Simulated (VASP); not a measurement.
Write the native input for VASP 6.6.1 that does the following.

- Task: single point
- Functional: LDA
- Potentials or basis: VASP PAW LDA potentials, release 64 (Sc_sv)
- Cutoff: 520 eV
- k mesh: 12 × 12 × 12
- Occupations: fermi-dirac, width 0.1 eV
- Spin: non-collinear spin, zero start, spin-orbit coupling
- Starting moments: [[0.0, 0.0, 0.0]] μB
- Dipole correction: no
- Further INCAR settings: ALGO = Normal; EDIFF = 1e-06; NBANDS = 22

The structure of Sc lies in POSCAR:

```
Sc
1.0
   -1.7855579777      1.7855579777      1.7855579777
    1.7855579777     -1.7855579777      1.7855579777
    1.7855579777      1.7855579777     -1.7855579777
Sc
1
Direct
    0.0000000000      0.0000000000      0.0000000000
```

These files were run (other wordings do the same):

INCAR

```
SYSTEM = Sc
ALGO = Normal
EDIFF = 1E-6
ENCUT = 520
GGA = CA
GGA_COMPAT = .False.
ISIF = 2
ISMEAR = -1
LASPH = .True.
LCHARG = .False.
LMAXMIX = 4
LORBIT = 11
LORBMOM = .True.
LREAL = .False.
LSORBIT = .True.
LWAVE = .False.
MAGMOM = 0 0 0
NBANDS = 22
NELM = 150
PREC = Accurate
SIGMA = 0.1
```

KPOINTS

```
k-points
0
Gamma
  12 12 12
  0 0 0
```

Potentials or basis: VASP PAW LDA potentials, release 64 (Sc_sv).

The run is started by

```bash
$ cat potpaw_LDA.64/Sc_sv/POTCAR > POTCAR
$ mpirun -np 1 vasp_ncl > vasp.out
```

It gave:

```
Pressure                                              : 0.0 GPa
Net moment                                            : 0.00 μB per cell
Valence electrons inside the program's atomic spheres : Sc 9.48
```

Wall time 79 s on 1 thread of AMD EPYC 7R43 64-Core Processor (Zen 3), with other jobs on the host, peak memory 0.16 GiB.
